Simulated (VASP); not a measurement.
**Nb: single point with PBEsol**

Nb:

```
Nb
1.0
     1.58058    1.58058    1.58058
    -1.58058    1.58058    1.58058
    -1.58058   -1.58058    1.58058
Nb
1
Direct
  0.00000 0.00000 0.00000
```

* Program: VASP 6.6.1
* Task: single point
* Functional: PBEsol
* Potentials or basis: VASP PAW PBE potentials, release 64 (Nb_sv)
* Cutoff: 520 eV
* k mesh: 7 × 7 × 7
* Occupations: gaussian, width 0.05 eV
* Spin: no spin polarisation
* Dipole correction: no
* Further INCAR settings: ALGO = Normal; EDIFF = 1e-06; NBANDS = 12

* Pressure: 19.6 GPa

Levels at points of the mesh, in eV from the Fermi level:
| k point | band 2 | band 3 | band 4 | band 5 | band 6 | band 7 | band 8 | band 9 | band 10 | band 11 |
| --- | --- | --- | --- | --- | --- | --- | --- | --- | --- | --- |
| (0.00, 0.00, 0.00) | -29.19 | -29.19 | -29.19 | -6.25 | 0.22 | 0.22 | 0.22 | 3.59 | 3.59 | 14.45 |

Run time: 3.3 s on 1 thread of AMD EPYC 7R13 Processor (Zen 3) (shared host), peak memory 0.09 GiB.

Caveat: the k points lie up to 0.40 Å⁻¹ apart; the PAW data sets were made with another functional, which shifts forces and pressure a little.
